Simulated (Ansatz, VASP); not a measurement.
**Ta2B2O: VASP beside Ansatz**

Contents of INCAR:

```
SYSTEM = Ta2B2O
ALGO = Normal
EDIFF = 1E-7
EDIFFG = -0.01
ENCUT = 600
GGA = PE
IBRION = 2
ISIF = 3
ISMEAR = 0
LASPH = .True.
LCHARG = .False.
LREAL = .False.
LWAVE = .False.
NELM = 100
NSW = 100
PREC = Accurate
SIGMA = 0.1
```

Contents of KPOINTS:

```
k-points
0
Gamma
  12 12 6
  0 0 0
```

POSCAR

```
Ta2B2O
1.0
    2.9522680027      0.0000000000      0.0000000000
   -1.4761340013      2.5567390891      0.0000000000
    0.0000000000      0.0000000000      7.0530213564
Ta B O
2 2 1
Direct
    0.6666666667      0.3333333333      0.7767358183
    0.3333333333      0.6666666667      0.2232641817
    0.6666666667      0.3333333333      0.4604772358
    0.3333333333      0.6666666667      0.5395227642
    0.0000000000      0.0000000000      0.0000000000
```

Input for Ansatz:

```yaml
crystal:
  lattice:
    - [2.9522680027, 0.0, 0.0]
    - [-1.4761340013, 2.5567390891, 0.0]
    - [0.0, 0.0, 7.0530213564]
  atoms:
    - { symbol: Ta, position: [0.6666666667, 0.3333333333, 0.7767358183] }
    - { symbol: Ta, position: [0.3333333333, 0.6666666667, 0.2232641817] }
    - { symbol: B, position: [0.6666666667, 0.3333333333, 0.4604772358] }
    - { symbol: B, position: [0.3333333333, 0.6666666667, 0.5395227642] }
    - { symbol: O, position: [0.0, 0.0, 0.0] }
basis:
  ecutwfc: 420
kpoints:
  mp_grid: { grid: [12, 12, 6] }
hamiltonian:
  xc: pbe
scf:
  occupations: { method: gaussian, width: 0.1 }
output:
  forces: true
  stress: true
  eigenvalues: true
  write_density: true
  write_potential: true
  elf: true
  volumetric_format: npy
relax:
  adjacent_minimum: "off"
  f_tol: 0.01
  max_steps: 80
  cell: { stress_tol: 0.05 }
```

Change from the starting cell: species swapped into the Li2CeP2 type (P-3m1, No. 164).

Alike in both runs: task relaxation of cell and atoms; functional PBE; k mesh 12 × 12 × 6; occupations gaussian, width 0.1 eV; no spin polarisation.

|  | VASP | Ansatz |
| --- | --- | --- |
| version | VASP 6.6.1 | Ansatz 0.2.0 |
| potentials or method | VASP PAW PBE potentials, release 64 (Ta_pv, B, O), cutoff 600 eV | scalar-relativistic, plane waves, PAW |
| valence electrons in the cell | 34 | 38 |

Ansatz gave:

- gap on the k mesh at the Fermi level, each at its own relaxed structure (eV): none
- relaxed volume (Å³/atom): 10.66
- relaxed cell length with the largest relative difference (Å): 7.035

Q: Estimate VASP's values.

A: gap on the k mesh at the Fermi level, each at its own relaxed structure (eV): none; relaxed volume (Å³/atom): 10.67; relaxed cell length with the largest relative difference (Å): 7.040.

A gap of «none» marks a metal or a gap that the smearing closes. VASP's potentials hold 34 valence electrons a cell and Ansatz's 38, so a difference there can come from the potentials and not from the codes.

Neither program's run includes spin-orbit coupling.
